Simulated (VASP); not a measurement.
# V2O5 (Pmmn) in VASP: single point with LDA

Aim: the single point of V2O5 with LDA.

Program: VASP 6.6.1. These are calculated values, not measurements. Logs are shortened: lines on timing, memory, paths and dates and some standing lists are left out, and cuts for length are marked.

### 1 The cell of the first run

Symmetry: Pmmn, No. 59, orthorhombic system. The conventional cell has a = 3.519 Å, b = 11.597 Å, c = 3.988 Å, α = 90.00°, β = 90.00°, γ = 90.00°. V (site symmetry m) has 5 O at 1.58 to 2.02 Å within 2.1 Å. O (site symmetry m) has 1 V at 1.58 Å within 2.1 Å. O (site symmetry m) has 3 V at 1.85 to 2.02 Å and 2 O at 2.36 Å within 2.5 Å. Within 2.3 Å of O (site symmetry mm2) lie 2 V at 1.76 Å.

### 2 Single point, LDA

Contents of INCAR:

```
ALGO = Normal ; EDIFF = 1E-6
ENCUT = 520 ; ISIF = 2
ISMEAR = 0 ; LASPH = True
LCHARG = False ; LREAL = False
LWAVE = False ; NBANDS = 69
NELM = 100 ; PREC = Accurate
SIGMA = 0.02
```

Contents of KPOINTS:

```
k-points
0
Gamma
  8 4 6
```

Contents of POSCAR:

```
V2O5
1.0
    3.5189470255      0.0000000000      0.0000000000
    0.0000000000     11.5974976155      0.0000000000
    0.0000000000      0.0000000000      3.9877463351
V O
4 10
Direct
    0.0000000000      0.8519055360      0.1052129235
    0.0000000000      0.1480944640      0.1052129235
    0.5000000000      0.3519055360      0.8947870765
    0.5000000000      0.6480944640      0.8947870765
    0.0000000000      0.8515252751      0.5022077272
    0.0000000000      0.1484747249      0.5022077272
    0.5000000000      0.3515252751      0.4977922728
    0.5000000000      0.6484747249      0.4977922728
    0.0000000000      0.6819860716      0.9958414107
    0.0000000000      0.3180139284      0.9958414107
    0.5000000000      0.1819860716      0.0041585893
    0.5000000000      0.8180139284      0.0041585893
    0.0000000000      0.0000000000      1.0113193564
    0.5000000000      0.5000000000     -0.0113193564
```

Potentials or basis: VASP PAW LDA potentials, release 64 (V_sv, O).

Started as:

```console
> cat potpaw_LDA.64/V_sv/POTCAR potpaw_LDA.64/O/POTCAR > POTCAR
> mpirun -np 1 vasp_std > vasp.out
```

OUTCAR:

```text
EDIFF = 1E-6
   ENCUT = 520
   ISIF = 2
   ISMEAR = 0
   LASPH = True
   LREAL = False
   NELM = 100
   PREC = Accurate

 ion  position               nearest neighbor table
   1  0.000  0.852  0.105-   5 1.58  13 1.76  12 1.85  12 1.85   9 2.02   5 2.40
   2  0.000  0.148  0.105-   6 1.58  13 1.76  11 1.85  11 1.85  10 2.02   6 2.40
   3  0.500  0.352  0.895-   7 1.58  14 1.76  10 1.85  10 1.85  11 2.02   7 2.40
   4  0.500  0.648  0.895-   8 1.58  14 1.76   9 1.85   9 1.85  12 2.02   8 2.40
   5  0.000  0.852  0.502-   1 1.58   1 2.40
   6  0.000  0.148  0.502-   2 1.58   2 2.40
   7  0.500  0.352  0.498-   3 1.58   3 2.40
   8  0.500  0.648  0.498-   4 1.58   4 2.40
   9  0.000  0.682  0.996-   4 1.85   4 1.85   1 2.02
  10  0.000  0.318  0.996-   3 1.85   3 1.85   2 2.02
  11  0.500  0.182  0.004-   2 1.85   2 1.85   3 2.02
  12  0.500  0.818  0.004-   1 1.85   1 1.85   4 2.02
  13  0.000  0.000  0.011-   1 1.76   2 1.76
  14  0.500  0.500  0.989-   3 1.76   4 1.76

  LATTYP: Found a simple orthorhombic cell.
 ALAT       =     3.5189470255
 B/A-ratio  =     1.1332214740
 C/A-ratio  =     3.2957295269

  Lattice vectors:

 A1 = (  -3.5189470255,   0.0000000000,   0.0000000000)
 A2 = (   0.0000000000,   0.0000000000,   3.9877463351)
 A3 = (   0.0000000000,  11.5974976155,   0.0000000000)

Analysis of symmetry for initial positions (statically):
=====================================================================
 Subroutine PRICEL returns:
 Original cell was already a primitive cell.

 Routine SETGRP: Setting up the symmetry group for a
 simple orthorhombic supercell.

 Subroutine GETGRP returns: Found  8 space group operations
 (whereof  4 operations were pure point group operations)
 out of a pool of  8 trial point group operations.

The static configuration has the point symmetry C_2v.
 The point group associated with its full space group is D_2h.

Analysis of symmetry for dynamics (positions and initial velocities):
=====================================================================
 Subroutine PRICEL returns:
 Original cell was already a primitive cell.

 Routine SETGRP: Setting up the symmetry group for a
 simple orthorhombic supercell.

 Subroutine GETGRP returns: Found  8 space group operations
 (whereof  4 operations were pure point group operations)
 out of a pool of  8 trial point group operations.
[... 139 lines left out ...]
   EMIN   =  10.00;   EMAX   =-10.00  energy-range for DOS
   EFERMI =   0.00;   METHOD = LEGACY
   ISMEAR =     0;   SIGMA  =   0.02  broadening in eV -4-tet -1-fermi 0-gaus
   EFERMI_NEDOS =   21; number of points for ismear=-14 and -15
   IALGO  =     38    algorithm
   IMIX   =      4    mixing-type and parameters
     AMIX     =   0.40;   BMIX     =  1.00
     AMIX_MAG =   1.60;   BMIX_MAG =  1.00
  volume/ion in A,a.u.               =      11.62        78.45
  Fermi-wavevector in a.u.,A,eV,Ry     =   1.445371  2.731355 28.423893  2.089097
  Thomas-Fermi vector in A             =   2.563560
   LORBIT       =      0    0 simple, 1 ext, 2 COOP (PROOUT), +10 PAW based schemes
   GGA     = CA    functional components
   LHFCALC =     F    Hartree Fock is set to
   AEXX    =    0.0000 exact exchange contribution
   IVDW    =     0    specifies the selected vdW correction
   LEPSILON=     F    determine dielectric tensor
   LRPA    =     F    only Hartree local field effects (RPA)
 non-spin polarized calculation
 Gauss-broadening in eV      SIGMA  =   0.02
  energy-cutoff  :      520.00
  volume of cell :      162.74
 maximum number of plane-waves:      4413
 NGX is ok and might be reduce to    28
   NGX = 13   NGY = 43   NGZ = 15

 number of electron     111.9999985 magnetization

 Free energy of the ion-electron system (eV)
  ---------------------------------------------------
  ext. energy  EPLUGINS =         0.00000000
  ---------------------------------------------------
  free energy    TOTEN  =      -128.51949981 eV

  energy without entropy =     -128.51949981  energy(sigma->0) =     -128.51949981

 E-fermi :   2.0393     XC(G=0): -10.9184

 val. band max:        1.7935117224   @ k =   0.5000   0.0000   0.5000
 cond. band min:       3.1430669400   @ k =   0.0000   0.0000   0.0000
 fundamental gap:      1.3495552176
 Fermi energy:         2.0393067864

 k-point     1 :       0.0000    0.0000    0.0000
  band No.  band energies     occupation
      1     -61.7957      2.00000
      2     -61.7937      2.00000
      3     -61.7803      2.00000
      4     -61.7782      2.00000
      5     -36.2567      2.00000
      6     -36.2537      2.00000
[... 1693 lines left out ...]
     67       5.5811      0.00000
     68       5.7081      0.00000

 [... further k-points ...]

 [bands above 68 left out]

------------------------ aborting loop because EDIFF is reached ----------------------------------------

  FORCE on cell =-STRESS in cart. coord.  units (eV):
  Direction    XX          YY          ZZ          XY          YZ          ZX
  --------------------------------------------------------------------------------------
  -------------------------------------------------------------------------------------
  Total        1.1592251      1.2973111      4.1448252      0.0000000      0.0000000      0.0000000
  in kB       11.4123162     12.7717431     40.8048940      0.0000000      0.0000000      0.0000000
  external PRESSURE =      21.6629844 kB  Pullay stress =       0.0000000 kB

 VOLUME and BASIS-vectors are now :
 -----------------------------------------------------------------------------
  energy-cutoff  :      520.00
  volume of cell :      162.74
      direct lattice vectors                 reciprocal lattice vectors
     3.518947026  0.000000000  0.000000000     0.284175918  0.000000000  0.000000000
     0.000000000 11.597497616  0.000000000     0.000000000  0.086225497  0.000000000
     0.000000000  0.000000000  3.987746335     0.000000000  0.000000000  0.250768207

 POSITION                                       TOTAL-FORCE (eV/Angst)
 -----------------------------------------------------------------------------------
      0.00000      9.87997      0.41956        -0.000000     -0.073756     -0.637258
      0.00000      1.71753      0.41956        -0.000000      0.073756     -0.637258
      1.75947      4.08122      3.56818         0.000000     -0.073756      0.637258
      1.75947      7.51627      3.56818         0.000000      0.073756      0.637258
      0.00000      9.87556      2.00268        -0.000000     -0.002506      0.701383
      0.00000      1.72194      2.00268        -0.000000      0.002506      0.701383
      1.75947      4.07681      1.98507        -0.000000     -0.002506     -0.701383
      1.75947      7.52068      1.98507        -0.000000      0.002506     -0.701383
      0.00000      7.90933      3.97116        -0.000000     -0.005805      0.022813
      0.00000      3.68817      3.97116         0.000000      0.005805      0.022813
      1.75947      2.11058      0.01658        -0.000000     -0.005805     -0.022813
      1.75947      9.48691      0.01658        -0.000000      0.005805     -0.022813
      0.00000      0.00000      0.04514        -0.000000      0.000000     -0.047868
      1.75947      5.79875      3.94261        -0.000000      0.000000      0.047868
 -----------------------------------------------------------------------------------
    total drift:                                0.000000     -0.000000     -0.000000

  FREE ENERGIE OF THE ION-ELECTRON SYSTEM (eV)
  ---------------------------------------------------
  free  energy   TOTEN  =      -128.5194998086 eV

  energy  without entropy=     -128.5194998086  energy(sigma->0) =     -128.51949981
```

OSZICAR:

```text
N       E                     dE             d eps       ncg     rms          rms(c)
DAV:   1     0.154475801687E+04    0.15448E+04   -0.64249E+04  8424   0.172E+03
DAV:   2     0.440980211655E+02   -0.15007E+04   -0.14270E+04  8628   0.526E+02
[... 14 lines left out ...]
DAV:  17    -0.128519642880E+03   -0.63881E-04   -0.13283E-03 10166   0.288E-01    0.126E-01
DAV:  18    -0.128519526742E+03    0.11614E-03   -0.69899E-04 10052   0.205E-01    0.463E-02
DAV:  19    -0.128519499709E+03    0.27033E-04   -0.97715E-05  9807   0.822E-02    0.118E-02
DAV:  20    -0.128519503298E+03   -0.35894E-05   -0.13801E-05 10508   0.198E-02    0.211E-02
DAV:  21    -0.128519500037E+03    0.32610E-05   -0.61855E-06  8382   0.175E-02    0.545E-03
DAV:  22    -0.128519499809E+03    0.22877E-06   -0.12356E-06  5192   0.712E-03
   1 F= -.12851950E+03 E0= -.12851950E+03  d E =-.298676E-69
```

stdout:

```text
POSCAR found type information on POSCAR V O
 POSCAR found :  2 types and      14 ions
 scaLAPACK will be used
 LDA part: xc-table for (Slater(with rela. corr.)+CA(PZ))
 , standard interpolation
 POSCAR, INCAR and KPOINTS ok, starting setup
 FFT: planning ... GRIDC
 FFT: planning ... GRID_SOFT
 FFT: planning ... GRID
 WAVECAR not read
 entering main loop
```

It took 16 min on 1 thread of Intel Xeon Platinum 8259CL at 2.50GHz (Skylake/Cascade Lake), shared host; peak memory 0.54 GiB.

What came out:

| Quantity | Value |
| --- | --- |
| Free energy | -128.5195 eV |
| Pressure | 2.2 GPa |
| Largest force | 0.701 eV/Å |
| Band gap on the k mesh | 1.35 eV, indirect (least direct gap 1.86 eV) |

Forces in eV/Å, atoms in the order of the input:
```
V    0.000 -0.074 -0.637
V    0.000  0.074 -0.637
V    0.000 -0.074  0.637
V    0.000  0.074  0.637
O    0.000 -0.003  0.701
O    0.000  0.003  0.701
O    0.000 -0.003 -0.701
O    0.000  0.003 -0.701
O    0.000 -0.006  0.023
O    0.000  0.006  0.023
O    0.000 -0.006 -0.023
O    0.000  0.006 -0.023
O    0.000  0.000 -0.048
O    0.000  0.000  0.048
```

A k mesh can miss the band edges. Expect the measured gap to be larger: semilocal functionals such as LDA lack the derivative discontinuity.
